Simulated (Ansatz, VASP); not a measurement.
# SnSe in VASP and in Ansatz

File INCAR:

```
PREC = Accurate
ENCUT = 520
EDIFF = 1E-6
ISMEAR = 0
SIGMA = 0.05
LREAL = False
LASPH = True
NELM = 60
ALGO = Normal
ISIF = 2
LWAVE = False
LCHARG = False
GGA = PS
NBANDS = 17
```

File KPOINTS:

```
Automatic mesh
0
Gamma
  8 8 8
```

The input POSCAR:

```
SnSe
1.0
    0.0000000000      2.9727546651      2.9727546651
    2.9727546651      0.0000000000      2.9727546651
    2.9727546651      2.9727546651      0.0000000000
Sn Se
1 1
Direct
    0.0000000000      0.0000000000      0.0000000000
    0.4621563120      0.4621563120      0.5378436880
```

Input for Ansatz:

```yaml
crystal:
  lattice:
    - [0.0, 2.9727546651, 2.9727546651]
    - [2.9727546651, 0.0, 2.9727546651]
    - [2.9727546651, 2.9727546651, 0.0]
  atoms:
    - { symbol: Sn, position: [0.0, 0.0, 0.0] }
    - { symbol: Se, position: [0.462156312, 0.462156312, 0.537843688] }
basis:
  ecutwfc: 420
kpoints:
  mp_grid: { grid: [8, 8, 8] }
hamiltonian:
  xc: pbesol
scf:
  occupations: { method: gaussian, width: 0.05 }
output:
  forces: true
  stress: true
  eigenvalues: true
```

Change from the starting cell: all Se atoms moved +0.225 Å, as atom 2 towards its neighbour atom 1 (Sn) at 2.973 Å.

Alike in both runs: task single point; functional PBEsol; k mesh 8 × 8 × 8; occupations gaussian, width 0.05 eV; no spin polarisation.

|  | VASP | Ansatz |
| --- | --- | --- |
| version | VASP 6.6.1 | Ansatz 0.2.0 |
| potentials or method | VASP PAW PBE potentials, release 64 (Sn_d, Se), cutoff 520 eV | scalar-relativistic, plane waves, PAW |
| valence electrons in the cell | 20 | 30 |

```tsv
	VASP	Ansatz	Ansatz less VASP
gap on the k mesh at the Fermi level (eV)	0.81	0.82	+0.002
least direct gap on the mesh (eV)	0.88	0.88	+0.001
pressure (GPa)	0.9	0.9	-0.03
traceless stress, the component that is largest in VASP (GPa)	1.24	1.22	-0.019
rms of the force components (eV/Å)	0.150	0.145	-0.0054
```

VASP's potentials were made for PBE, not for PBEsol. Atom by atom the forces differ by 0.005 eV/Å (rms over components). VASP's potentials hold 20 valence electrons a cell and Ansatz's 30, so a difference there can come from the potentials and not from the codes.
